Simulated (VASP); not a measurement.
Wanted: the native input for a VASP 6.6.1 run.

```yaml
Task: single point
Functional: r2SCAN
Potentials_or_basis: VASP PAW PBE potentials, release 64 (P)
Cutoff: 520 eV
k_mesh: 22 × 22 × 22
Occupations: gaussian, width 0.1 eV
Spin: no spin polarisation
Dipole_correction: no
Further_INCAR_settings: ALGO = Normal; EDIFF = 1e-07; NBANDS = 8
```

The system is P.

```
CELL_PARAMETERS angstrom
2.43735 0.00000 0.00000
0.00000 2.43735 0.00000
0.02437 0.00000 2.43735
ATOMIC_POSITIONS crystal
P 0.00000 0.00000 0.00000
```

This isn't the form of P at room conditions, which is orthorhombic.

This cell differs from its parent crystal: shear of c along a, cell held: +1.0 %.

The input as run:

POSCAR

```
P
1.0
    2.4373466997      0.0000000000      0.0000000000
    0.0000000000      2.4373466997      0.0000000000
    0.0243734670      0.0000000000      2.4373466997
P
1
Direct
    0.0000000000      0.0000000000      0.0000000000
```

INCAR.step1

```
PREC = Accurate ; ENCUT = 520
ISMEAR = 0 ; SIGMA = 0.1
LREAL = F ; LASPH = T
NELM = 60 ; NBANDS = 8
GGA = PE ; ALGO = Normal
EDIFF = 1E-4 ; LWAVE = T
LCHARG = F
```

INCAR.step2

```
PREC = Accurate ; ENCUT = 520
EDIFF = 1E-7 ; ISMEAR = 0
SIGMA = 0.1 ; LREAL = F
LASPH = T ; NELM = 60
ALGO = Normal ; ISIF = 2
LWAVE = F ; LCHARG = F
METAGGA = R2SCAN ; LMIXTAU = T
NBANDS = 8 ; ISTART = 1
```

KPOINTS

```
Automatic mesh
0
Gamma
  22 22 22
```

Potentials or basis: VASP PAW PBE potentials, release 64 (P).

Run with:

```sh
$ cat potpaw_PBE.64/P/POTCAR > POTCAR
$ cp INCAR.step1 INCAR
$ mpirun -np 1 vasp_std > vasp.out
$ cp INCAR.step2 INCAR
$ mpirun -np 1 vasp_std > vasp.out
```

Results of the run:

```json
{
  "Pressure": "-0.7 GPa",
  "Band gap on the k mesh": "zero (an odd number of electrons rules out a gap without spin polarisation)"
}
```

Caveat: the cell differs from its parent crystal (shear of c along a, cell held: +1.0 %); the PAW data sets were made with another functional, which shifts forces and pressure a little; an odd number of electrons without spin polarisation forces a metal; a magnetic or distorted state may lie lower.

It took 12 min on 1 thread of Intel Xeon 8259CL, on a shared host, peak memory 0.37 GiB.
